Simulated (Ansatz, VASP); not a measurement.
# One calculation of P, two programs

```
CELL_PARAMETERS angstrom
5.73233 0.00000 0.00000
0.00000 5.73233 0.00000
0.00000 0.00000 4.79935
ATOMIC_POSITIONS crystal
P 0.69777 0.00000 0.00000
P 0.30223 0.00000 0.00000
P 0.00000 0.69777 0.50000
P 0.00000 0.30223 0.50000
P 0.30223 0.00000 0.50000
P 0.69777 0.00000 0.50000
P 0.00000 0.69777 0.00000
P 0.00000 0.30223 0.00000
```

Alike in both runs: functional PBE; k mesh 4 × 4 × 4; occupations gaussian, width 0.1 eV; no spin polarisation.

Ansatz relaxed the structure, and its values are those at the end. VASP's run is a single point on that final structure, the one shown.

|  | VASP | Ansatz |
| --- | --- | --- |
| version | VASP 6.6.1 | Ansatz 0.2.0 |
| potentials or method | VASP PAW PBE potentials, release 64 (P), cutoff 520 eV | scalar-relativistic, plane waves, PAW |
| valence electrons in the cell | 40 | 40 |

|  | VASP | Ansatz | Ansatz less VASP |
| --- | --- | --- | --- |
| gap on the k mesh at the Fermi level (eV) | none | none | - |
| pressure (GPa) | -0.1 | 0.1 | +0.19 |
| rms of the force components (eV/Å) | 0.004 | 0.002 | -0.0020 |

A gap of «none» marks a metal or a gap that the smearing closes.
